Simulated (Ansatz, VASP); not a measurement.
One calculation of Si, two programs

```
Si
1.0
     0.00000    2.71535    2.71535
     2.71535    0.00000    2.71535
     2.71535    2.71535    0.00000
Si
2
Cartesian
  0.0000 0.0000 0.0000
  1.3577 1.3577 1.3577
```

Alike in both runs: functional PBE; k mesh 14 × 14 × 14; occupations fermi-dirac, width 0.02 eV; no spin polarisation.

Ansatz relaxed the structure, and its values are those at the end. VASP's run is a single point on that final structure, the one shown.

```csv
,VASP,Ansatz
version,VASP 6.6.1,Ansatz 0.2.0
potentials or method,"VASP PAW PBE potentials, release 64 (Si)","plane-wave PAW, scalar-relativistic"
plane-wave cutoff (eV),500,420
valence electrons in the cell,8,8
```

```tsv
	VASP	Ansatz	Ansatz less VASP
pressure (GPa)	1.9	2.0	+0.08
```

The functional is the same, so the differences come from potentials, cutoffs and numerics. Ansatz's warnings: stress scf threshold loose.
